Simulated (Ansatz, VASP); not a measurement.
**Ru: VASP beside Ansatz**

INCAR

```
PREC = Accurate
ENCUT = 560
EDIFF = 1E-6
ISMEAR = -1
SIGMA = 0.2
LREAL = False
LASPH = True
NELM = 120
ALGO = Normal
ISIF = 2
LWAVE = False
LCHARG = True
LELF = True
LVHAR = True
NBANDS = 23
GGA_COMPAT = False
```

The input KPOINTS:

```
Automatic mesh
0
Gamma
  13 13 8
```

Contents of POSCAR:

```
Ru
1.0
    2.6775346364      0.0000000000      0.0000000000
   -1.3387673182      2.3188130146      0.0000000000
    0.0000000000      0.0000000000      4.2181251212
Ru
2
Direct
    0.3333333333      0.6666666667      0.2500000000
    0.6666666667      0.3333333333      0.7500000000
```

Input for Ansatz:

```yaml
crystal:
  lattice:
    - [2.6775346364, 0.0, 0.0]
    - [-1.3387673182, 2.3188130146, 0.0]
    - [0.0, 0.0, 4.2181251212]
  atoms:
    - { symbol: Ru, position: [0.3333333333, 0.6666666667, 0.25] }
    - { symbol: Ru, position: [0.6666666667, 0.3333333333, 0.75] }
hamiltonian:
  xc: lda
  pseudopotentials:
    kind: paw
    azcp:
      Ru: "pseudopotentials/Ru.paw.azcp"
basis:
  ecutwfc: 420
  fft_grid_basis: typed
kpoints:
  mp_grid: { grid: [13, 13, 8], shift: [0, 0, 0] }
magnetization:
  spin_polarized: false
scf:
  occupations: { method: fermi_dirac, width: 0.2 }
  lower_state_search: "off"
output:
  stress: true
  write_density: true
  write_potential: true
  elf: true
  volumetric_format: npy
```

Alike in both runs: task single point; functional LDA; k mesh 13 × 13 × 8; occupations fermi-dirac, width 0.2 eV; no spin polarisation.

|  | VASP | Ansatz |
| --- | --- | --- |
| version | VASP 6.6.1 | Ansatz 0.2.0 |
| potentials or method | VASP PAW LDA potentials, release 64 (Ru_sv), cutoff 560 eV | plane waves (420 eV) with PAW, scalar-relativistic |
| valence electrons in the cell | 32 | 32 |

```csv
,VASP,Ansatz,Ansatz less VASP
pressure (GPa),1.3,0.8,-0.55
"traceless stress, the component that is largest in VASP (GPa)",0.68,0.67,-0.013
```

Ansatz warns that its potentials were made for another functional, while VASP's fit it. LDA's correlation is that of Perdew and Zunger in VASP and of Perdew and Wang (1992) in Ansatz.
